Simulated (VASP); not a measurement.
# TaN (Pm-3m) in VASP: single point with r2SCAN

Aim: the single point of TaN with r2SCAN.

Program: VASP 6.6.1. These are calculated values, not measurements. Logs are shortened: lines on timing, memory, paths and dates and some standing lists are left out, and cuts for length are marked.

## 1. The cell of the first run

It takes space group Pm-3m (No. 221, cubic). Conventional cell: a = 2.770 Å, b = 2.770 Å, c = 2.770 Å, α = 90.00°, β = 90.00°, γ = 90.00°. Within 3.2 Å of Ta (site symmetry m-3m) lie 8 N at 2.40 Å and 6 Ta at 2.77 Å. Within 3.2 Å of N (site symmetry m-3m) lie 8 Ta at 2.40 Å and 6 N at 2.77 Å.

## 2. Single point, r2SCAN

POSCAR reads:

```
TaN
1.0
   -0.9232140014      1.8464280029      1.8464280029
    1.8464280029     -0.9232140014      1.8464280029
    1.8464280029      1.8464280029     -0.9232140014
Ta N
1 1
Direct
    0.5000000000      0.5000000000      0.5000000000
    0.0000000000      0.0000000000      0.0000000000
```

INCAR.step1 reads:

```
PREC = Accurate
ENCUT = 520
ISMEAR = 0
SIGMA = 0.15
LREAL = F
LASPH = T
NELM = 100
NBANDS = 15
GGA = PE
ALGO = Normal
EDIFF = 1E-4
LWAVE = T
LCHARG = F
```

INCAR.step2 reads:

```
PREC = Accurate
ENCUT = 520
EDIFF = 1E-7
ISMEAR = 0
SIGMA = 0.15
LREAL = F
LASPH = T
NELM = 100
ALGO = Normal
ISIF = 2
LWAVE = F
LCHARG = T
METAGGA = R2SCAN
LMIXTAU = T
LELF = T
LVHAR = T
NBANDS = 15
ISTART = 1
```

KPOINTS reads:

```
Automatic mesh
0
Gamma
  26 26 26
```

Potentials or basis: VASP PAW PBE potentials, release 64 (Ta_pv, N).

Run with:

```sh
> cat potpaw_PBE.64/Ta_pv/POTCAR potpaw_PBE.64/N/POTCAR > POTCAR
> cp INCAR.step1 INCAR
> mpirun -np 1 vasp_std > vasp.out
> cp INCAR.step2 INCAR
> mpirun -np 1 vasp_std > vasp.out
```

OUTCAR:

```text
PREC = Accurate
   ENCUT = 520
   EDIFF = 1E-7
   ISMEAR = 0
   LREAL = F
   LASPH = T
   NELM = 100
   ISIF = 2
   METAGGA = R2SCAN
   ISTART = 1

 ion  position               nearest neighbor table
   1  0.500  0.500  0.500-   2 2.40   2 2.40   2 2.40   2 2.40   2 2.40   2 2.40   2 2.40   2 2.40

   2  0.000  0.000  0.000-   1 2.40   1 2.40   1 2.40   1 2.40   1 2.40   1 2.40   1 2.40   1 2.40

  LATTYP: Found a simple cubic cell.
 ALAT       =     2.7696420043

  Lattice vectors:

 A1 = (  -0.9232140014,   1.8464280029,   1.8464280029)
 A2 = (   1.8464280029,  -0.9232140014,   1.8464280029)
 A3 = (   1.8464280029,   1.8464280029,  -0.9232140014)

Analysis of symmetry for initial positions (statically):
=====================================================================
 Subroutine PRICEL returns:
 Original cell was already a primitive cell.

 Routine SETGRP: Setting up the symmetry group for a
 simple cubic supercell.

 Subroutine GETGRP returns: Found 48 space group operations
 (whereof 48 operations were pure point group operations)
 out of a pool of 48 trial point group operations.

The static configuration has the point symmetry O_h .

Analysis of symmetry for dynamics (positions and initial velocities):
=====================================================================
 Subroutine PRICEL returns:
 Original cell was already a primitive cell.

 Routine SETGRP: Setting up the symmetry group for a
 simple cubic supercell.

 Subroutine GETGRP returns: Found 48 space group operations
 (whereof 48 operations were pure point group operations)
 out of a pool of 48 trial point group operations.

The dynamic configuration has the point symmetry O_h .

 Subroutine INISYM returns: Found 48 space group operations
 (whereof 48 operations are pure point group operations),
 and found     1 'primitive' translations

----------------------------------------------------------------------------------------

                                     Primitive cell

  volume of cell :      21.2457

  direct lattice vectors                    reciprocal lattice vectors
    -0.923214001  1.846428003  1.846428003    -0.120352498  0.240704996  0.240704996
     1.846428003 -0.923214001  1.846428003     0.240704996 -0.120352498  0.240704996
     1.846428003  1.846428003 -0.923214001     0.240704996  0.240704996 -0.120352498

  length of vectors
     2.769642004  2.769642004  2.769642004     0.361057494  0.361057494  0.361057494

  position of ions in fractional coordinates (direct lattice)
     0.500000000  0.500000000  0.500000000
     0.000000000  0.000000000  0.000000000

  ion indices of the primitive-cell ions
   primitive index   ion index
                 1           1
                 2           2

----------------------------------------------------------------------------------------

 KPOINTS: Automatic mesh

Automatic generation of k-mesh.
 Grid dimensions read from file:
 generate k-points for:   26   26   26

 Generating k-lattice:

  Cartesian coordinates                     Fractional coordinates (reciprocal lattice)
    -0.004628942  0.009257884  0.009257884     0.038461538  0.000000000  0.000000000
     0.009257884 -0.004628942  0.009257884     0.000000000  0.038461538  0.000000000
     0.009257884  0.009257884 -0.004628942     0.000000000  0.000000000  0.038461538

  Length of vectors
     0.013886827  0.013886827  0.013886827

  Shift w.r.t. Gamma in fractional coordinates (k-lattice)
     0.000000000  0.000000000  0.000000000

 Subroutine IBZKPT returns following result:
 ===========================================

 Found    560 irreducible k-points:

 Following reciprocal coordinates:
            Coordinates               Weight
  0.000000  0.000000  0.000000      1.000000
  0.038462  0.000000  0.000000      6.000000
  0.076923  0.000000  0.000000      6.000000
  0.115385  0.000000  0.000000      6.000000
  0.153846  0.000000  0.000000      6.000000
  0.192308  0.000000  0.000000      6.000000
[... 16 lines left out ...]
  0.346154  0.038462 -0.000000     24.000000
  0.384615  0.038462 -0.000000     24.000000
 [... further k-points ...]
   k-points           NKPTS =    560   k-points in BZ     NKDIM =    560   number of bands    NBANDS=     15
   number of dos      NEDOS =    301   number of ions     NIONS =      2
   total plane-waves  NPLWV =  13824
   dimension x,y,z NGX =    24 NGY =   24 NGZ =   24
   dimension x,y,z NGXF=    48 NGYF=   48 NGZF=   48
   ions per type =               1   1
   NGX,Y,Z   is equivalent  to a cutoff of  14.41, 14.41, 14.41 a.u.
   NGXF,Y,Z  is equivalent  to a cutoff of  28.81, 28.81, 28.81 a.u.
 SYSTEM =  unknown system
   PREC   = accura    normal or accurate (medium, high low for compatibility)
   ISTART =      1    job   : 0-new  1-cont  2-samecut
   ICHARG =      0    charge: 1-file 2-atom 10-const
   ISPIN  =      1    spin polarized calculation?
   LNONCOLLINEAR =      F non collinear calculations
   LSORBIT =      F    spin-orbit coupling
   LASPH  =      T    aspherical Exc in radial PAW
   ENCUT  =  520.0 eV  38.22 Ry    6.18 a.u.   5.15  5.15  5.15*2*pi/ulx,y,z
   NELM   =    100;   NELMIN=  2; NELMDL=  0     # of ELM steps
   EDIFF  = 0.1E-06   stopping-criterion for ELM
   LREAL  =      F    real-space projection
   EDIFFG = 0.1E-05   stopping-criterion for IOM
   NSW    =      0    number of steps for IOM
   IBRION =     -1    ionic relax: 0-MD 1-quasi-New 2-CG
   NFREE  =      0    steps in history (QN), initial steepest desc. (CG)
   ISIF   =      2    stress and relaxation
   ISYM   =      2    0-nonsym 1-usesym 2-fastsym
   POTIM  = 0.5000    time-step for ionic-motion
   TEBEG  =    0.0;   TEEND  =   0.0 temperature during run
   PSTRESS=    0.0 pullay stress
   NELECT =      16.0000    total number of electrons
   NUPDOWN=      -1.0000    fix difference up-down
   EMIN   =  10.00;   EMAX   =-10.00  energy-range for DOS
   EFERMI =   0.00;   METHOD = LEGACY
   ISMEAR =     0;   SIGMA  =   0.15  broadening in eV -4-tet -1-fermi 0-gaus
   EFERMI_NEDOS =   21; number of points for ismear=-14 and -15
   IALGO  =     38    algorithm
   IMIX   =      4    mixing-type and parameters
     AMIX     =   0.40;   BMIX     =  1.00
     AMIX_MAG =   1.60;   BMIX_MAG =  1.00
  volume/ion in A,a.u.               =      10.62        71.69
  Fermi-wavevector in a.u.,A,eV,Ry     =   1.489445  2.814643 30.183803  2.218447
  Thomas-Fermi vector in A             =   2.602353
   LORBIT       =      0    0 simple, 1 ext, 2 COOP (PROOUT), +10 PAW based schemes
   METAGGA = R2SCAN    functional components
   LHFCALC =     F    Hartree Fock is set to
   AEXX    =    0.0000 exact exchange contribution
   IVDW    =     0    specifies the selected vdW correction
   LEPSILON=     F    determine dielectric tensor
   LRPA    =     F    only Hartree local field effects (RPA)
 non-spin polarized calculation
 Gauss-broadening in eV      SIGMA  =   0.15
  energy-cutoff  :      520.00
  volume of cell :       21.25
 maximum number of plane-waves:       587
 NGX is ok and might be reduce to    24
   NGX = 11   NGY = 11   NGZ = 11

 number of electron      16.0000004 magnetization

 Free energy of the ion-electron system (eV)
  ---------------------------------------------------
  ext. energy  EPLUGINS =         0.00000000
  ---------------------------------------------------
  free energy    TOTEN  =       -58.72138978 eV

  energy without entropy =      -58.71885867  energy(sigma->0) =      -58.72012423

 E-fermi :   8.8142     XC(G=0): -14.5105

 val. band max:        8.8033149010   @ k =   0.2692   0.0000   0.0000
 cond. band min:       8.8169203081   @ k =   0.4231   0.2692   0.2692
 fundamental gap:      0.0136054070
 Fermi energy:         8.8142177739

 k-point     1 :       0.0000    0.0000    0.0000
  band No.  band energies     occupation
      1     -27.5907      2.00000
      2     -27.5907      2.00000
      3     -27.5907      2.00000
      4     -10.0884      2.00000
      5       4.0410      2.00000
      6       4.0411      2.00000
      7       6.1894      2.00000
      8       6.1894      2.00000
      9       6.1894      2.00000
     10      11.2747      0.00000
     11      13.0021      0.00000
     12      13.0021      0.00000
     13      13.0021      0.00000
     14      19.2936      0.00000
     15      27.2180      0.00000

 k-point     2 :       0.0385    0.0000    0.0000
  band No.  band energies     occupation
      1     -27.6100      2.00000
      2     -27.5891      2.00000
      3     -27.5891      2.00000
      4     -10.0587      2.00000
      5       4.0037      2.00000
      6       4.0551      2.00000
      7       6.1587      2.00000
      8       6.1587      2.00000
      9       6.1736      2.00000
     10      11.3903      0.00000
     11      13.0098      0.00000
     12      13.0196      0.00000
     13      13.0196      0.00000
     14      19.2937      0.00000
     15      26.9300      0.00000

 k-point     3 :       0.0769    0.0000    0.0000
  band No.  band energies     occupation
      1     -27.6665      2.00000
      2     -27.5843      2.00000
      3     -27.5843      2.00000
      4      -9.9708      2.00000
      5       3.8560      2.00000
      6       4.0967      2.00000
      7       6.0695      2.00000
      8       6.0695      2.00000
      9       6.1913      2.00000
     10      11.7071      0.00000
     11      13.0325      0.00000
     12      13.0713      0.00000
     13      13.0714      0.00000
     14      19.2937      0.00000
     15      26.2232      0.00000
[... 343 lines left out ...]
 k-point    23 :       0.3462    0.0385   -0.0000
  band No.  band energies     occupation
      1     -28.5580      2.00000
      2     -27.5193      2.00000
      3     -27.5000      2.00000
      4      -8.2429      2.00000
      5       0.0953      2.00000
      6       4.5709      2.00000
      7       4.7279      2.00000
      8       5.0314      2.00000
      9      10.5955      0.00000
     10      13.2767      0.00000
     11      13.8225      0.00000
     12      14.1005      0.00000
     13      15.6042      0.00000
     14      19.2936      0.00000
     15      20.6054      0.00000

 k-point    24 :       0.3846    0.0385   -0.0000
  band No.  band energies     occupation
      1     -28.6612      2.00000
      2     -27.5088      2.00000
      3     -27.4896      2.00000
      4      -7.9762      2.00000
      5      -0.3797      2.00000
      6       4.4845      2.00000
      7       4.5788      2.00000
      8       5.0817      2.00000
      9      11.4259      0.00000
     10      13.3610      0.00000
     11      13.9908      0.00000
     12      14.1898      0.00000
     13      16.1389      0.00000
     14      19.2935      0.00000
     15      20.1281      0.00000

 [... further k-points ...]

------------------------ aborting loop because EDIFF is reached ----------------------------------------

  FORCE on cell =-STRESS in cart. coord.  units (eV):
  Direction    XX          YY          ZZ          XY          YZ          ZX
  --------------------------------------------------------------------------------------
  -------------------------------------------------------------------------------------
  Total       -1.3674831     -1.3674831     -1.3674831     -0.0000000     -0.0000000     -0.0000000
  in kB     -103.1244454   -103.1244454   -103.1244454     -0.0000000     -0.0000000     -0.0000000
  external PRESSURE =    -103.1244454 kB  Pullay stress =       0.0000000 kB

 VOLUME and BASIS-vectors are now :
 -----------------------------------------------------------------------------
  energy-cutoff  :      520.00
  volume of cell :       21.25
      direct lattice vectors                 reciprocal lattice vectors
    -0.923214001  1.846428003  1.846428003    -0.120352498  0.240704996  0.240704996
     1.846428003 -0.923214001  1.846428003     0.240704996 -0.120352498  0.240704996
     1.846428003  1.846428003 -0.923214001     0.240704996  0.240704996 -0.120352498

 POSITION                                       TOTAL-FORCE (eV/Angst)
 -----------------------------------------------------------------------------------
      1.38482      1.38482      1.38482        -0.000000      0.000000     -0.000000
      0.00000      0.00000      0.00000         0.000000     -0.000000      0.000000
 -----------------------------------------------------------------------------------
    total drift:                               -0.000000     -0.000000      0.000000

  FREE ENERGIE OF THE ION-ELECTRON SYSTEM (eV)
  ---------------------------------------------------
  free  energy   TOTEN  =       -58.7213897824 eV

  energy  without entropy=      -58.7188586734  energy(sigma->0) =      -58.72012423
```

It took 5.7 min on 1 thread of Intel Xeon Platinum 8259CL at 2.50GHz (Skylake/Cascade Lake), shared host; peak memory 0.29 GiB.

Results:

| Property | Result |
| --- | --- |
| Free energy | -58.7214 eV |
| Pressure | -10.3 GPa |
| Band gap on the k mesh | zero (bands 8 and 9 overlap by 9.09 eV) |

Levels at points of the mesh, in eV from the Fermi level:
| k point | band 6 | band 7 | band 8 | band 9 | band 10 | band 11 |
| --- | --- | --- | --- | --- | --- | --- |
| (0.00, 0.00, 0.00) | -4.77 | -2.62 | -2.62 | -2.62 | 2.46 | 4.19 |
| (0.50, 0.00, 0.00) | -4.46 | -4.46 | -3.65 | 3.90 | 4.75 | 5.55 |
| (0.50, 0.50, 0.00) | -5.92 | -3.66 | -1.94 | 1.06 | 1.08 | 1.08 |
| (0.50, 0.50, 0.50) | -8.86 | -8.86 | 6.45 | 6.45 | 6.45 | 6.97 |

Caveat: the cell stands under tension; the PAW data sets were made with another functional, which shifts forces and pressure a little; spin-orbit coupling is left out, which moves the levels of the heavy elements.
